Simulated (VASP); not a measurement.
Input of a VASP 6.6.1 run:

File INCAR:

```
SYSTEM = KMgF3
PREC = Accurate
ENCUT = 600
EDIFF = 1E-7
ISMEAR = -1
SIGMA = 0.05
LREAL = .FALSE.
LASPH = .TRUE.
NELM = 60
ALGO = Normal
ISIF = 3
LWAVE = .FALSE.
LCHARG = .FALSE.
GGA = CA
IBRION = 2
NSW = 60
EDIFFG = -0.01
```

KPOINTS

```
Automatic mesh
0
G
  7 7 7
  0 0 0
```

POSCAR

```
KMgF3
1.0
    3.9859000000      0.0000000000      0.0000000000
    0.0000000000      3.9859000000      0.0000000000
    0.0000000000      0.0000000000      3.9859000000
K Mg F
1 1 3
Direct
    0.5000000000      0.5000000000      0.5000000000
    0.0000000000      0.0000000000      0.0000000000
    0.0000000000      0.0000000000      0.5000000000
    0.0000000000      0.5000000000      0.0000000000
    0.5000000000      0.0000000000      0.0000000000
```

Potentials or basis: VASP PAW LDA potentials, release 64 (K_sv, Mg, F).

Run with:

```sh
$ cat potpaw_LDA.64/K_sv/POTCAR potpaw_LDA.64/Mg/POTCAR potpaw_LDA.64/F/POTCAR > POTCAR
$ mpirun -np 1 vasp_std > vasp.out
```

Question: Predict the relaxed cell.

Answer: a = 3.893 Å, b = 3.893 Å, c = 3.893 Å, α = 90.00°, β = 90.00°, γ = 90.00°.

Question: Predict the space group after relaxing (to 0.05 Å).

Answer: Pm-3m (No. 221).

Final structure:
```
CELL_PARAMETERS angstrom
3.89290 0.00000 0.00000
0.00000 3.89290 0.00000
0.00000 0.00000 3.89290
ATOMIC_POSITIONS crystal
K 0.50000 0.50000 0.50000
Mg 0.00000 0.00000 0.00000
F 0.00000 0.00000 0.50000
F 0.00000 0.50000 0.00000
F 0.50000 0.00000 0.00000
```

LDA usually gives volumes a few per cent too small. Zero-point motion and thermal expansion aren't in these numbers.
